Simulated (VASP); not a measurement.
**Ga2H: single point with PBE**

The system is Ga2H.

```
Ga H
1.0
     5.77019    0.00000    0.00000
     0.00000    5.77019    0.00000
     0.00000    0.00000    2.77808
Ga H
4 2
Direct
  0.21802 0.21802 0.00000
  0.28198 0.71802 0.50000
  0.78198 0.78198 0.00000
  0.71802 0.28198 0.50000
  0.00000 0.00000 0.00000
  0.50000 0.50000 0.50000
```

| Quantity | Value |
| --- | --- |
| Program | VASP 6.6.1 |
| Task | single point |
| Functional | PBE |
| Potentials or basis | VASP PAW PBE potentials, release 64 (Ga_d, H) |
| Cutoff | 520 eV |
| k mesh | 8 × 8 × 12 |
| Occupations | gaussian, width 0.1 eV |
| Spin | no spin polarisation |
| Dipole correction | no |
| Further INCAR settings | ALGO = Normal; EDIFF = 1e-06; NBANDS = 36 |

| Item | Value |
| --- | --- |
| Pressure | 0.0 GPa |
| Largest force | 0.006 eV/Å |
| Band gap on the k mesh | zero (bands 27 and 28 overlap by 4.48 eV) |

Forces in eV/Å, atoms in the order of the input:
```
Ga   0.005  0.005  0.000
Ga  -0.005  0.005  0.000
Ga  -0.005 -0.005  0.000
Ga   0.005 -0.005  0.000
H    0.000  0.000  0.000
H    0.000  0.000  0.000
```

Levels at points of the mesh, in eV from the Fermi level:
| k point | band 23 | band 24 | band 25 | band 26 | band 27 | band 28 | band 29 | band 30 | band 31 | band 32 |
| --- | --- | --- | --- | --- | --- | --- | --- | --- | --- | --- |
| (0.00, 0.00, 0.00) | -6.40 | -6.40 | -3.43 | -2.55 | -1.30 | -0.87 | -0.87 | 7.10 | 7.10 | 7.68 |
| (0.50, 0.00, 0.00) | -5.50 | -5.50 | -4.25 | -4.25 | 0.17 | 0.17 | 3.60 | 3.60 | 4.69 | 4.69 |
| (0.50, 0.50, 0.00) | -7.60 | -7.60 | -1.19 | -1.19 | 1.02 | 1.02 | 1.80 | 1.80 | 2.81 | 2.81 |
| (0.00, 0.00, 0.50) | -2.21 | -2.21 | -2.04 | -2.04 | -1.01 | -1.01 | 1.66 | 1.66 | 2.10 | 2.10 |
| (0.50, 0.00, 0.50) | -3.74 | -3.74 | -0.62 | -0.62 | -0.58 | -0.58 | -0.18 | -0.18 | 2.42 | 2.42 |
| (0.50, 0.50, 0.50) | -2.87 | -2.87 | -2.61 | -2.61 | -2.33 | -2.33 | 2.22 | 2.22 | 4.92 | 4.92 |

Wall time 4 min on 1 thread of Intel(R) Xeon(R) Platinum 8259CL CPU @ 2.50GHz (Skylake/Cascade Lake) (shared host), peak memory 0.4 GiB.
